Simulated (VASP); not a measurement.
Input of a VASP 6.6.1 run:

File INCAR:

```
SYSTEM = TiSe2
PREC = Accurate ; ENCUT = 500
EDIFF = 1E-7 ; ISMEAR = 0
SIGMA = 0.1 ; LREAL = .False.
LASPH = .True. ; NELM = 120
ALGO = Normal ; ISIF = 3
LWAVE = .False. ; LCHARG = .False.
GGA = PE ; IVDW = 12
IBRION = 2 ; NSW = 100
EDIFFG = -0.002 ; GGA_COMPAT = .False.
NELMIN = 4
```

Contents of KPOINTS:

```
Automatic mesh
0
Gamma
  15 15 8
  0 0 0
```

Contents of POSCAR:

```
TiSe2
1.0
    3.5360000000      0.0000000000      0.0000000000
   -1.7680000000      3.0622658280      0.0000000000
    0.0000000000      0.0000000000      6.0040000000
Ti Se
1 2
Direct
    0.0000000000      0.0000000000      0.0000000000
    0.3333333330      0.6666666670      0.2552000000
    0.6666666670      0.3333333330      0.7448000000
```

Potentials or basis: VASP PAW PBE potentials, release 64 (Ti_sv, Se).

The run is started by

```bash
$ cat potpaw_PBE.64/Ti_sv/POTCAR potpaw_PBE.64/Se/POTCAR > POTCAR
$ mpirun -np 1 vasp_std > vasp.out
```

Task: Estimate the space group after relaxing (to 0.05 Å).

Result: P-3m1 (No. 164).

Task: Estimate the relaxed cell.

Result: a = 3.482 Å, b = 3.482 Å, c = 5.873 Å, α = 90.00°, β = 90.00°, γ = 120.00°.

Step by step:
```
step  energy change (eV)  largest force (eV/Å)  pressure (GPa)  volume (Å³)
   1              0.0000                0.1000           -1.57        65.01
   2             -0.0092                0.3348            0.77        63.04
   3             -0.0096                0.2942            0.37        63.36
   4             -0.0164                0.1406            0.07        62.94
   5             -0.0174                0.0541           -0.08        62.70
   6             -0.0191                0.0421           -0.11        62.53
   7             -0.0223                0.0040           -0.17        62.01
   8             -0.0225                0.0136           -0.18        61.79
   9             -0.0225                0.0110           -0.17        61.82
  10             -0.0222                0.0581            0.43        61.39
  11             -0.0226                0.0088            0.01        61.69
  12             -0.0226                0.0075           -0.01        61.70
  13             -0.0226                0.0080           -0.01        61.70
  14             -0.0226                0.0084           -0.01        61.70
  15             -0.0226                0.0014            0.00        61.66
```
